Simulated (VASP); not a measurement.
A run of VASP 6.6.1:

The input INCAR:

```
PREC = Accurate
ENCUT = 520
EDIFF = 1E-6
ISMEAR = -1
SIGMA = 0.05
LREAL = F
LASPH = T
NELM = 150
ALGO = Normal
ISIF = 2
LWAVE = F
LCHARG = T
ISPIN = 2
MAGMOM = 1 0
LORBIT = 11
LMAXMIX = 4
GGA = RE
IVDW = 12
LELF = T
LVHAR = T
NBANDS = 19
```

File KPOINTS:

```
regular mesh
0
Gamma
  11 11 11
```

File POSCAR:

```
NiO
1.0
    0.0000000000      2.0577103256      2.0577103256
    2.0577103256      0.0000000000      2.0577103256
    2.0577103256      2.0577103256      0.0000000000
Ni O
1 1
Direct
    0.0000000000      0.0000000000      0.0000000000
    0.5000000000      0.5000000000      0.5000000000
```

Potentials or basis: VASP PAW PBE potentials, release 64 (Ni, O).

Command:

```bash
$ cat potpaw_PBE.64/Ni/POTCAR potpaw_PBE.64/O/POTCAR > POTCAR
$ mpirun -np 1 vasp_std > vasp.out
```

Hardware: 1 thread of Intel(R) Xeon(R) Platinum 8559C (Emerald Rapids), with other jobs on the host.

**Question.** How long does it take, and how much memory?

**Answer.** It took 22 s on 1 thread of Intel(R) Xeon(R) Platinum 8559C (Emerald Rapids), on a shared host, peak memory 0.17 GiB. Counts: scf iterations 16, k points 56.
